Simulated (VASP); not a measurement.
# AlN (P1) in VASP: single point with LDA

Aim: the single point of AlN with LDA.

Everything below comes from runs of VASP 6.6.1. Logs are shortened: lines on timing, memory, paths and dates and some standing lists are left out, and cuts for length are marked.

### Step 1. The cell of the first run

The typed cell holds 8 atoms: a = 6.177 Å, b = 6.177 Å, c = 3.089 Å, α = 60.00°, β = 60.00°, γ = 60.00°.

### Step 2. Single point, LDA

INCAR reads:

```
PREC = Accurate ; ENCUT = 520
EDIFF = 1E-6 ; ISMEAR = 0
SIGMA = 0.01 ; LREAL = False
LASPH = True ; NELM = 120
ALGO = Normal ; ISIF = 2
LWAVE = False ; LCHARG = False
GGA = CA ; NBANDS = 26
GGA_COMPAT = False
```

KPOINTS reads:

```
Automatic mesh
0
Gamma
  2 2 4
```

POSCAR reads:

```
AlN
1.0
    0.0000000000      4.3679800000      4.3679800000
    4.3679800000      0.0000000000      4.3679800000
    2.1839900000      2.1839900000      0.0000000000
Al N
4 4
Direct
   -0.0061275464     -0.0163045618      0.0173059400
    0.0106105110      0.4899476417     -0.0330557832
    0.4871544742     -0.0068631267      0.0289021470
    0.5174740956      0.4839299859      0.0302329681
    0.3811973727      0.3614381247      0.7657862444
    0.3650424224      0.8745049199      0.7924564673
    0.8930768914      0.3505045811      0.7479058970
    0.8780756780      0.8516167656      0.7614888347
```

Potentials or basis: VASP PAW LDA potentials, release 64 (Al, N).

Command:

```console
> cat potpaw_LDA.64/Al/POTCAR potpaw_LDA.64/N/POTCAR > POTCAR
> mpirun -np 1 vasp_std > vasp.out
```

OUTCAR:

```text
PREC = Accurate
   ENCUT = 520
   EDIFF = 1E-6
   ISMEAR = 0
   LREAL = False
   LASPH = True
   NELM = 120
   ISIF = 2
   GGA = CA

 ion  position               nearest neighbor table
   1  0.994  0.984  0.017-   7 1.85   6 1.88   8 1.88   8 1.90   2 2.99   4 3.02   3 3.05   2 3.08
                             3 3.08   3 3.09   2 3.10   3 3.13   4 3.16   2 3.19
   2  0.011  0.490  0.967-   8 1.83   7 1.85   5 1.87   7 1.97   4 2.97   1 2.99   3 3.01   4 3.02
                             1 3.08   1 3.10   4 3.17   3 3.17   1 3.19   4 3.21
   3  0.487  0.993  0.029-   6 1.81   5 1.86   6 1.93   8 1.97   2 3.01   1 3.05   4 3.05   4 3.06
                             1 3.08   1 3.09   4 3.12   1 3.13   4 3.13   2 3.17
   4  0.517  0.484  0.030-   5 1.86   7 1.90   5 1.97   6 1.97   2 2.97   2 3.02   1 3.02   3 3.05
                             3 3.06   3 3.12   3 3.13   1 3.16   2 3.17   2 3.21
   5  0.381  0.361  0.766-   4 1.86   3 1.86   2 1.87   4 1.97
   6  0.365  0.875  0.792-   3 1.81   1 1.88   3 1.93   4 1.97
   7  0.893  0.351  0.748-   2 1.85   1 1.85   4 1.90   2 1.97
   8  0.878  0.852  0.761-   2 1.83   1 1.88   1 1.90   3 1.97

  LATTYP: Found a base centered orthorhombic cell.
 ALAT       =     6.1772565562
 B/A-ratio  =     1.4142135624
 C/A-ratio  =     0.5000000000

  Lattice vectors:

 A1 = (  -2.1839900000,   2.1839900000,  -4.3679800000)
 A2 = (  -2.1839900000,   2.1839900000,   4.3679800000)
 A3 = (   2.1839900000,   2.1839900000,   0.0000000000)

Analysis of symmetry for initial positions (statically):
=====================================================================
 Subroutine PRICEL returns:
 Original cell was already a primitive cell.

 Routine SETGRP: Setting up the symmetry group for a
 base centered orthorhombic supercell.

 Subroutine GETGRP returns: Found  1 space group operations
 (whereof  1 operations were pure point group operations)
 out of a pool of  8 trial point group operations.

The static configuration has the point symmetry C_1 .

Analysis of symmetry for dynamics (positions and initial velocities):
=====================================================================
 Subroutine PRICEL returns:
 Original cell was already a primitive cell.

 Routine SETGRP: Setting up the symmetry group for a
 base centered orthorhombic supercell.

 Subroutine GETGRP returns: Found  1 space group operations
 (whereof  1 operations were pure point group operations)
 out of a pool of  8 trial point group operations.

The dynamic configuration has the point symmetry C_1 .

 Subroutine INISYM returns: Found  1 space group operations
 (whereof  1 operations are pure point group operations),
 and found     1 'primitive' translations

----------------------------------------------------------------------------------------

                                     Primitive cell

  volume of cell :      83.3378

  direct lattice vectors                    reciprocal lattice vectors
     0.000000000  4.367980000  4.367980000    -0.114469389  0.114469389  0.114469389
     4.367980000  0.000000000  4.367980000     0.114469389 -0.114469389  0.114469389
     2.183990000  2.183990000  0.000000000     0.228938777  0.228938777 -0.228938777

  length of vectors
     6.177256556  6.177256556  3.088628278     0.198266797  0.198266797  0.396533594

  position of ions in fractional coordinates (direct lattice)
     0.993872454  0.983695438  0.017305940
     0.010610511  0.489947642  0.966944217
     0.487154474  0.993136873  0.028902147
     0.517474096  0.483929986  0.030232968
     0.381197373  0.361438125  0.765786244
     0.365042422  0.874504920  0.792456467
     0.893076891  0.350504581  0.747905897
     0.878075678  0.851616766  0.761488835

  ion indices of the primitive-cell ions
   primitive index   ion index
                 1           1
                 2           2
                 3           3
                 4           4
                 5           5
                 6           6
                 7           7
                 8           8

----------------------------------------------------------------------------------------

 KPOINTS: Automatic mesh

Automatic generation of k-mesh.
 Grid dimensions read from file:
 generate k-points for:    2    2    4

 Generating k-lattice:

  Cartesian coordinates                     Fractional coordinates (reciprocal lattice)
    -0.057234694  0.057234694  0.057234694     0.500000000  0.000000000  0.000000000
     0.057234694 -0.057234694  0.057234694     0.000000000  0.500000000  0.000000000
     0.057234694  0.057234694 -0.057234694     0.000000000  0.000000000  0.250000000

  Length of vectors
     0.099133398  0.099133398  0.099133398

  Shift w.r.t. Gamma in fractional coordinates (k-lattice)
     0.000000000  0.000000000  0.000000000

 Subroutine IBZKPT returns following result:
 ===========================================

 Found     12 irreducible k-points:

 Following reciprocal coordinates:
            Coordinates               Weight
  0.000000  0.000000  0.000000      1.000000
  0.500000  0.000000  0.000000      1.000000
  0.000000  0.500000  0.000000      1.000000
  0.500000  0.500000  0.000000      1.000000
  0.000000  0.000000  0.250000      2.000000
  0.500000  0.500000  0.250000      2.000000
  0.500000  0.000000  0.250000      2.000000
  0.000000  0.500000  0.250000      2.000000
  0.000000  0.000000  0.500000      1.000000
  0.500000  0.000000  0.500000      1.000000
  0.000000  0.500000  0.500000      1.000000
  0.500000  0.500000  0.500000      1.000000
   k-points           NKPTS =     12   k-points in BZ     NKDIM =     12   number of bands    NBANDS=     26
   number of dos      NEDOS =    301   number of ions     NIONS =      8
   total plane-waves  NPLWV =  55296
   dimension x,y,z NGX =    48 NGY =   48 NGZ =   24
   dimension x,y,z NGXF=    96 NGYF=   96 NGZF=   48
   ions per type =               4   4
   NGX,Y,Z   is equivalent  to a cutoff of  12.92, 12.92, 12.92 a.u.
   NGXF,Y,Z  is equivalent  to a cutoff of  25.84, 25.84, 25.84 a.u.
 SYSTEM =  unknown system
   PREC   = accura    normal or accurate (medium, high low for compatibility)
   ISTART =      0    job   : 0-new  1-cont  2-samecut
   ICHARG =      2    charge: 1-file 2-atom 10-const
   ISPIN  =      1    spin polarized calculation?
   LNONCOLLINEAR =      F non collinear calculations
   LSORBIT =      F    spin-orbit coupling
   LASPH  =      T    aspherical Exc in radial PAW
   ENCUT  =  520.0 eV  38.22 Ry    6.18 a.u.  11.49 11.49  5.74*2*pi/ulx,y,z
   NELM   =    120;   NELMIN=  2; NELMDL= -5     # of ELM steps
   EDIFF  = 0.1E-05   stopping-criterion for ELM
   LREAL  =      F    real-space projection
   EDIFFG = 0.1E-04   stopping-criterion for IOM
   NSW    =      0    number of steps for IOM
   IBRION =     -1    ionic relax: 0-MD 1-quasi-New 2-CG
   NFREE  =      0    steps in history (QN), initial steepest desc. (CG)
   ISIF   =      2    stress and relaxation
   ISYM   =      2    0-nonsym 1-usesym 2-fastsym
   POTIM  = 0.5000    time-step for ionic-motion
   TEBEG  =    0.0;   TEEND  =   0.0 temperature during run
   PSTRESS=    0.0 pullay stress
   NELECT =      32.0000    total number of electrons
   NUPDOWN=      -1.0000    fix difference up-down
   EMIN   =  10.00;   EMAX   =-10.00  energy-range for DOS
   EFERMI =   0.00;   METHOD = LEGACY
   ISMEAR =     0;   SIGMA  =   0.01  broadening in eV -4-tet -1-fermi 0-gaus
   EFERMI_NEDOS =   21; number of points for ismear=-14 and -15
   IALGO  =     38    algorithm
   IMIX   =      4    mixing-type and parameters
     AMIX     =   0.40;   BMIX     =  1.00
     AMIX_MAG =   1.60;   BMIX_MAG =  1.00
  volume/ion in A,a.u.               =      10.42        70.30
  Fermi-wavevector in a.u.,A,eV,Ry     =   1.189901  2.248587 19.264006  1.415865
  Thomas-Fermi vector in A             =   2.325998
   LORBIT       =      0    0 simple, 1 ext, 2 COOP (PROOUT), +10 PAW based schemes
   GGA     = CA    functional components
   LHFCALC =     F    Hartree Fock is set to
   AEXX    =    0.0000 exact exchange contribution
   IVDW    =     0    specifies the selected vdW correction
   LEPSILON=     F    determine dielectric tensor
   LRPA    =     F    only Hartree local field effects (RPA)
 non-spin polarized calculation
 Gauss-broadening in eV      SIGMA  =   0.01
  energy-cutoff  :      520.00
  volume of cell :       83.34
 maximum number of plane-waves:      2248
 NGX is ok and might be reduce to    48
   NGX = 23   NGY = 23   NGZ = 11

 number of electron      32.0000001 magnetization

 Free energy of the ion-electron system (eV)
  ---------------------------------------------------
  ext. energy  EPLUGINS =         0.00000000
  ---------------------------------------------------
  free energy    TOTEN  =       -64.99496755 eV

  energy without entropy =      -64.99496755  energy(sigma->0) =      -64.99496755

 E-fermi :   5.8741     XC(G=0): -11.2619

 val. band max:        5.8137690516   @ k =   0.0000   0.0000   0.0000
 cond. band min:       8.9055811160   @ k =   0.0000   0.0000   0.5000
 fundamental gap:      3.0918120644
 Fermi energy:         5.8740943994

 k-point     1 :       0.0000    0.0000    0.0000
  band No.  band energies     occupation
      1      -9.0984      2.00000
      2      -6.9895      2.00000
      3      -6.9342      2.00000
      4      -6.3126      2.00000
      5      -0.2070      2.00000
      6      -0.1697      2.00000
[... 18 lines left out ...]
     25      16.6778      0.00000
     26      16.7193      0.00000

 k-point     2 :       0.5000    0.0000    0.0000
  band No.  band energies     occupation
      1      -8.2919      2.00000
      2      -8.1536      2.00000
      3      -6.7207      2.00000
      4      -6.6543      2.00000
      5       0.7995      2.00000
      6       0.9685      2.00000
[... 18 lines left out ...]
     25      17.3447      0.00000
[... 260 lines left out ...]
     25      17.3329      0.00000
     26      17.5733      0.00000

 k-point    12 :       0.5000    0.5000    0.5000
  band No.  band energies     occupation
      1      -7.2036      2.00000
      2      -7.0398      2.00000
      3      -6.2675      2.00000
      4      -6.2036      2.00000
      5       1.1740      2.00000
      6       1.4535      2.00000
[... 18 lines left out ...]
     25      17.1734      0.00000
     26      17.2475      0.00000

------------------------ aborting loop because EDIFF is reached ----------------------------------------

  FORCE on cell =-STRESS in cart. coord.  units (eV):
  Direction    XX          YY          ZZ          XY          YZ          ZX
  --------------------------------------------------------------------------------------
  -------------------------------------------------------------------------------------
  Total       -1.2973775     -1.0078324     -0.7864740     -0.1819887     -0.0175847      1.0263231
  in kB      -24.9422158    -19.3756801    -15.1200431     -3.4987504     -0.3380669     19.7311664
  external PRESSURE =     -19.8126464 kB  Pullay stress =       0.0000000 kB

 VOLUME and BASIS-vectors are now :
 -----------------------------------------------------------------------------
  energy-cutoff  :      520.00
  volume of cell :       83.34
      direct lattice vectors                 reciprocal lattice vectors
     0.000000000  4.367980000  4.367980000    -0.114469389  0.114469389  0.114469389
     4.367980000  0.000000000  4.367980000     0.114469389 -0.114469389  0.114469389
     2.183990000  2.183990000  0.000000000     0.228938777  0.228938777 -0.228938777

 POSITION                                       TOTAL-FORCE (eV/Angst)
 -----------------------------------------------------------------------------------
      4.33456      4.37901      8.63798        -0.312804      0.257581      0.119809
      4.25188      2.15814      2.18643         0.389993      1.267892     -0.706325
      4.40112      2.19100      6.46588         0.087836      1.223160      0.521820
      2.17982      2.32635      4.37411        -0.239899     -1.255895     -0.071747
      3.25122      3.33753      3.24382         0.401419      0.442653      0.764036
      5.55054      3.32522      5.41432        -1.789602     -0.008896     -0.609039
      3.16442      5.53436      5.43194         0.396691     -1.204438     -0.021692
      5.38293      5.49850      7.55526         1.066366     -0.722058      0.003136
 -----------------------------------------------------------------------------------
    total drift:                                0.000046     -0.000418      0.000028

  FREE ENERGIE OF THE ION-ELECTRON SYSTEM (eV)
  ---------------------------------------------------
  free  energy   TOTEN  =       -64.9949675532 eV

  energy  without entropy=      -64.9949675532  energy(sigma->0) =      -64.99496755
```

Wall time 22 s (1 thread of AMD EPYC 7R13 (Zen 3), shared host); peak memory 0.14 GiB.

Results:

```yaml
Free_energy: -64.9950 eV
Pressure: -2.0 GPa
Largest_force: 1.890 eV/Å
Band_gap_on_the_k_mesh: 3.09 eV
```

Forces in eV/Å, atoms in the order of the input:
```
Al  -0.313  0.258  0.120
Al   0.390  1.268 -0.706
Al   0.088  1.223  0.522
Al  -0.240 -1.256 -0.072
N    0.401  0.443  0.764
N   -1.790 -0.009 -0.609
N    0.397 -1.204 -0.022
N    1.066 -0.722  0.003
```

Caveat: the k points lie up to 0.62 Å⁻¹ apart; forces of over 1 eV/Å act on the atoms, so gaps and moduli don't describe the material at rest.
